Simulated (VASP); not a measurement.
Mg3Sb2, 5 atoms in the cell. The structure is trigonal, space group P-3m1 (No. 164). The conventional cell has a = 4.619 Å, b = 4.619 Å, c = 7.368 Å, α = 90.00°, β = 90.00°, γ = 120.00°. Sb (site symmetry 3m) has 7 Mg at 2.85 to 3.16 Å within 3.8 Å. Within 4.2 Å of Mg (site symmetry -3m) lie 6 Sb at 3.16 Å and 6 Mg at 3.80 Å. Within 3.8 Å of Mg (site symmetry 3m) lie 4 Sb at 2.85 to 2.96 Å and 6 Mg at 3.31 to 3.80 Å. 

* Program: VASP 6.6.1
* Task: single point
* Functional: BLYP
* Potentials or basis: VASP PAW PBE potentials, release 64 (Sb, Mg)
* Cutoff: 600 eV
* k mesh: 6 × 6 × 4
* Occupations: gaussian, width 0.05 eV
* Spin: no spin polarisation
* Dipole correction: no
* Further INCAR settings: ALGO = Normal; EDIFF = 1e-06; NBANDS = 16

Potentials or basis: VASP PAW PBE potentials, release 64 (Sb, Mg).

The run is started by

```sh
$ cat potpaw_PBE.64/Sb/POTCAR potpaw_PBE.64/Mg/POTCAR > POTCAR
$ mpirun -np 1 vasp_std > vasp.out
```

Hardware: 1 thread of AMD EPYC 9R45 96-Core Processor (Zen 5), on a shared host.

Task: Estimate the wall time of this run.

Result: Wall time 65 s on 1 thread of AMD EPYC 9R45 96-Core Processor (Zen 5), on a shared host, peak memory 0.28 GiB. Counts: scf iterations 12, k points 24.
